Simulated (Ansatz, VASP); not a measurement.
# Ti in VASP and in Ansatz

File INCAR:

```
PREC = Accurate
ENCUT = 520
EDIFF = 1E-6
ISMEAR = 0
SIGMA = 0.15
LREAL = False
LASPH = True
NELM = 100
ALGO = Fast
ISIF = 2
LWAVE = False
LCHARG = False
GGA = PE
NBANDS = 19
```

KPOINTS

```
Automatic mesh
0
Gamma
  14 14 14
```

Contents of POSCAR:

```
Ti
1.0
    0.0000000000     -3.2552372153      0.0000000000
   -3.2552372153      0.0000000000      0.0000000000
    0.0000000000      0.0000000000     -3.2552372153
Ti
2
Direct
    0.5592890740      0.5592890740      0.5000000000
   -0.0592890740     -0.0592890740      0.0000000000
```

Input for Ansatz:

```yaml
crystal:
  lattice:
    - [0.0, -3.2552372153, 0.0]
    - [-3.2552372153, 0.0, 0.0]
    - [0.0, 0.0, -3.2552372153]
  atoms:
    - { symbol: Ti, position: [0.559289074, 0.559289074, 0.5] }
    - { symbol: Ti, position: [-0.059289074, -0.059289074, 0.0] }
basis:
  ecutwfc: 520.0
kpoints:
  mp_grid: { grid: [14, 14, 14] }
hamiltonian:
  xc: pbe
  pseudopotentials: { kind: paw, azcp: { folder: soft_1 } }
scf:
  occupations: { method: gaussian, width: 0.15 }
output:
  forces: true
  stress: true
  eigenvalues: true
```

Change from the starting cell: mode 4 frozen in at -0.193 Å and mode 5 at -0.193 Å (largest displacements).

Alike in both runs: task single point; functional PBE; k mesh 14 × 14 × 14; occupations gaussian, width 0.15 eV; no spin polarisation.

|  | VASP | Ansatz |
| --- | --- | --- |
| version | VASP 6.6.1 | Ansatz 0.2.0 |
| potentials or method | VASP PAW PBE potentials, release 64 (Ti_sv), cutoff 520 eV | scalar-relativistic, plane waves, PAW |
| valence electrons in the cell | 24 | 24 |

Ansatz gave:

* gap on the k mesh at the Fermi level (eV): none
* pressure (GPa): 4.3
* traceless stress, the component that is largest in VASP (GPa): 6.88
* rms of the force components (eV/Å): 1.588

Estimate VASP's values.

gap on the k mesh at the Fermi level (eV): none; pressure (GPa): 4.2; traceless stress, the component that is largest in VASP (GPa): 6.93; rms of the force components (eV/Å): 1.612.

Atom by atom the forces differ by 0.024 eV/Å (rms over components). A gap of «none» marks a metal or a gap that the smearing closes.
